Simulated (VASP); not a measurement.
Wanted: the native input for a VASP 6.6.1 run.

* Task: single point
* Functional: PBE
* Potentials or basis: VASP PAW PBE potentials, release 64 (Cd)
* Cutoff: 520 eV
* k mesh: 1 × 1 × 12
* Occupations: gaussian, width 0.05 eV
* Spin: collinear spin
* Starting moments: [0.5, 0.5] μB
* Dipole correction: no
* Further INCAR settings: ALGO = Normal; EDIFF = 1e-07; NBANDS = 23

The structure of Cd lies in POSCAR:

```
Cd
1.0
    9.0000000000      0.0000000000      0.0000000000
    0.0000000000      9.3000000000      0.0000000000
    0.0000000000      0.0000000000      6.4791880002
Cd
2
Direct
    0.5000000000      0.5000000000     -0.0174996452
    0.5000000000      0.5000000000      0.4824996452
```

One way to write it, as run:

INCAR

```
SYSTEM = Cd
ALGO = Normal ; EDIFF = 1E-7
ENCUT = 520 ; GGA = PE
ISIF = 2 ; ISMEAR = 0
ISPIN = 2 ; LASPH = .TRUE.
LCHARG = .TRUE. ; LELF = .TRUE.
LORBIT = 11 ; LREAL = .FALSE.
LVHAR = .TRUE. ; LWAVE = .FALSE.
MAGMOM = 0.5 0.5 ; NBANDS = 23
NELM = 150 ; PREC = Accurate
SIGMA = 0.05
```

KPOINTS

```
k-points
0
G
  1 1 12
  0 0 0
```

Potentials or basis: VASP PAW PBE potentials, release 64 (Cd).

Launch:

```bash
$ cat potpaw_PBE.64/Cd/POTCAR > POTCAR
$ mpirun -np 1 vasp_std > vasp.out
```

Results of the run:

```
Band gap on the k mesh                                : 0.94 eV
Net moment                                            : 0.00 μB per cell
Valence electrons inside the program's atomic spheres : Cd 10.29
```

Wall time 2.6 min on 1 thread of AMD EPYC 9R45 (Zen 5), with other jobs on the host, peak memory 0.69 GiB.
